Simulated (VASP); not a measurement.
Set up this calculation in VASP 6.6.1, as the native input.

- Task: relaxation of cell and atoms
- Functional: LDA
- Potentials or basis: VASP PAW LDA potentials, release 64 (Au)
- Cutoff: 600 eV
- k mesh: 9 × 9 × 5
- Occupations: fermi-dirac, width 0.05 eV
- Spin: no spin polarisation
- Target pressure: 10 GPa
- Dipole correction: no
- Further INCAR settings: ALGO = Normal; EDIFF = 1e-06; IBRION = 2; EDIFFG = -0.03; NSW = 60; ISIF = 3

The structure of Au lies in POSCAR:

```
Au
1.0
    2.9000000000      0.0000000000      0.0000000000
   -1.4500000000      2.5114740000      0.0000000000
    0.0000000000      0.0000000000      4.8800000000
Au
2
Direct
    0.3333333333      0.6666666667      0.7500000000
    0.6666666667      0.3333333333      0.2500000000
```

The input as run:

INCAR

```
PREC = Accurate
ENCUT = 600
EDIFF = 1E-6
ISMEAR = -1
SIGMA = 0.05
LREAL = False
LASPH = True
NELM = 100
ALGO = Normal
ISIF = 3
LWAVE = False
LCHARG = False
GGA = CA
IBRION = 2
NSW = 60
EDIFFG = -0.03
PSTRESS = 100.0
```

KPOINTS

```
Automatic mesh
0
Gamma
  9 9 5
```

Potentials or basis: VASP PAW LDA potentials, release 64 (Au).

Launch:

```bash
$ cat potpaw_LDA.64/Au/POTCAR > POTCAR
$ mpirun -np 1 vasp_std > vasp.out
```

It gave:

```json
{
 "Relaxed volume": "15.89 Å³/atom",
 "Relaxed cell": "a = 2.802 Å, b = 2.802 Å, c = 4.674 Å, α = 90.00°, β = 90.00°, γ = 120.00°",
 "Space group after relaxing (to 0.05 Å)": "P6_3/mmc (No. 194)",
 "Energy change on relaxing (the enthalpy is what falls)": "-18.2 meV/atom",
 "Ionic steps": "6",
 "Pressure after relaxing": "10.0 GPa",
 "Band gap on the k mesh": "zero (band 11 reaches 14.39 eV, above the bottom of band 12 at 7.93 eV)"
}
```

Caveat: the cell is relaxed towards a set pressure, so the enthalpy falls and the energy may rise; spin-orbit coupling is left out, which moves the levels of the heavy elements.

Wall time 32 s on 1 thread of AMD EPYC 9R45 96-Core Processor (Zen 5), on a shared host, peak memory 0.14 GiB.
